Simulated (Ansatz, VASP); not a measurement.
## Two plane-wave programs on NaF

POSCAR

```
NaF
1.0
    0.0000000000      2.3200000000      2.3200000000
    2.3200000000      0.0000000000      2.3200000000
    2.3200000000      2.3200000000      0.0000000000
Na F
1 1
Direct
    0.0000000000      0.0000000000      0.0000000000
    0.5000000000      0.5000000000      0.5000000000
```

File INCAR.step1:

```
PREC = Accurate
ENCUT = 520
ISMEAR = -1
SIGMA = 0.05
LREAL = False
LASPH = True
NELM = 60
NBANDS = 14
GGA = PE
ALGO = Normal
EDIFF = 1E-4
LWAVE = True
LCHARG = False
```

Contents of INCAR.step2:

```
PREC = Accurate
ENCUT = 520
EDIFF = 1E-6
ISMEAR = -1
SIGMA = 0.05
LREAL = False
LASPH = True
NELM = 60
ALGO = Normal
ISIF = 2
LWAVE = False
LCHARG = False
METAGGA = R2SCAN
LMIXTAU = True
NBANDS = 14
ISTART = 1
```

KPOINTS

```
regular mesh
0
Gamma
  6 6 6
```

Contents of input.yaml:

```yaml
crystal:
  lattice:
    - [0.0, 2.32, 2.32]
    - [2.32, 0.0, 2.32]
    - [2.32, 2.32, 0.0]
  atoms:
    - { symbol: Na, position: [0.0, 0.0, 0.0] }
    - { symbol: F, position: [0.5, 0.5, 0.5] }
hamiltonian:
  xc: r2scan
  pseudopotentials: { kind: paw }
kpoints:
  mp_grid: { grid: [6, 6, 6] }
scf:
  occupations: { method: fermi_dirac, width: 0.05 }
  n_extra_bands: 6
output:
  forces: true
  stress: true
  eigenvalues: true
  dos: { projected: true, de: 0.05, nscf_kmesh: { grid: [9, 9, 9] } }
  write_density: true
  write_potential: true
  elf: true
  volumetric_format: npy
```

Alike in both runs: functional r2SCAN; k mesh 6 × 6 × 6; occupations fermi-dirac, width 0.05 eV; no spin polarisation.

|  | VASP | Ansatz |
| --- | --- | --- |
| version | VASP 6.6.1 | Ansatz 0.2.0 |
| potentials or method | VASP PAW PBE potentials, release 64 (Na_pv, F) | Ansatz PAW |
| plane-wave cutoff (eV) | 520 | 500 |
| valence electrons in the cell | 14 | 16 |
| task | single point | projected density of states |

```tsv
	VASP	Ansatz	Ansatz less VASP
gap on the k mesh at the Fermi level (eV)	7.15	7.11	-0.037
least direct gap on the mesh (eV)	7.15	7.11	-0.037
pressure (GPa)	-2.0	-1.5	+0.51
```

VASP's potentials were made for PBE, not for r2SCAN. VASP's potentials hold 14 valence electrons a cell and Ansatz's 16, so a difference there can come from the potentials and not from the codes.
